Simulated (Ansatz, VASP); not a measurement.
# HfMoC2 in VASP and in Ansatz

INCAR

```
SYSTEM = HfMoC2
PREC = Accurate ; ENCUT = 600
EDIFF = 1E-7 ; ISMEAR = -1
SIGMA = 0.05 ; LREAL = .False.
LASPH = .True. ; NELM = 150
ALGO = Normal ; ISIF = 3
LWAVE = .False. ; LCHARG = .False.
LMAXMIX = 4 ; LDAU = .True.
LDAUTYPE = 2 ; LDAUL = 2 2 -1
LDAUU = 3 3 0 ; LDAUJ = 0 0 0
LDAUPRINT = 1 ; GGA = PS
IBRION = 2 ; NSW = 60
EDIFFG = -0.01
```

Contents of KPOINTS:

```
regular mesh
0
Gamma
  8 8 6
  0 0 0
```

File POSCAR:

```
HfMoC2
1.0
    3.1914230000      0.0000000000      0.0000000000
    0.0000000000      3.1914230000      0.0000000000
    0.0000000000      0.0000000000      4.4851640000
Hf Mo C
1 1 2
Direct
    0.0000000000      0.0000000000      0.0000000000
    0.5000000000      0.5000000000      0.5000000000
    0.5000000000      0.5000000000      0.0000000000
    0.0000000000      0.0000000000      0.5000000000
```

input.yaml

```yaml
crystal:
  lattice:
    - [3.191423, 0.0, 0.0]
    - [0.0, 3.191423, 0.0]
    - [0.0, 0.0, 4.485164]
  atoms:
    - { symbol: Hf, position: [0.0, 0.0, 0.0] }
    - { symbol: Mo, position: [0.5, 0.5, 0.5] }
    - { symbol: C, position: [0.5, 0.5, 0.0] }
    - { symbol: C, position: [0.0, 0.0, 0.5] }
hamiltonian:
  xc: pbesol
  pseudopotentials: { kind: paw }
  hubbard:
    sites:
      - { species: Hf, l: d, u_eff: 3.0 }
      - { species: Mo, l: d, u_eff: 3.0 }
kpoints:
  mp_grid: { grid: [8, 8, 6] }
scf:
  occupations: { method: fermi_dirac, width: 0.05 }
output:
  forces: true
  stress: true
  eigenvalues: true
  write_density: true
  write_potential: true
  elf: true
  volumetric_format: npy
relax:
  f_tol: 0.01
  max_steps: 40
  cell: { stress_tol: 0.05 }
```

Alike in both runs: task relaxation of cell and atoms; functional PBEsol; k mesh 8 × 8 × 6; occupations fermi-dirac, width 0.05 eV; no spin polarisation; Hubbard terms Hf d U = 3.0 eV, Mo d U = 3.0 eV.

|  | VASP | Ansatz |
| --- | --- | --- |
| version | VASP 6.6.1 | Ansatz 0.2.0 |
| potentials or method | VASP PAW PBE potentials, release 64 (Hf_pv, Mo_sv, C) | Ansatz PAW |
| plane-wave cutoff (eV) | 600 | 420 |
| valence electrons in the cell | 32 | 48 |

VASP gave:

- gap on the k mesh at the Fermi level, each at its own relaxed structure (eV): none
- relaxed volume (Å³/atom): 11.40
- relaxed cell length with the largest relative difference (Å): 3.198

Question: Estimate Ansatz's values.

Answer: gap on the k mesh at the Fermi level, each at its own relaxed structure (eV): none; relaxed volume (Å³/atom): 11.18; relaxed cell length with the largest relative difference (Å): 3.177.

VASP's potentials were made for PBE, not for PBEsol. The programs project onto different local orbitals, so the same U acts differently, and such runs can settle in different states. A gap of «none» marks a metal or a gap that the smearing closes. VASP's potentials hold 32 valence electrons a cell and Ansatz's 48, so a difference there can come from the potentials and not from the codes.

Neither program's run includes spin-orbit coupling. Noted on VASP's run: too few bands were computed for a metal, which touches its energy and stress. Noted on Ansatz's run: the plane-wave basis is chosen anew once the cell has moved, so the energies of steps on either side of that aren't comparable.
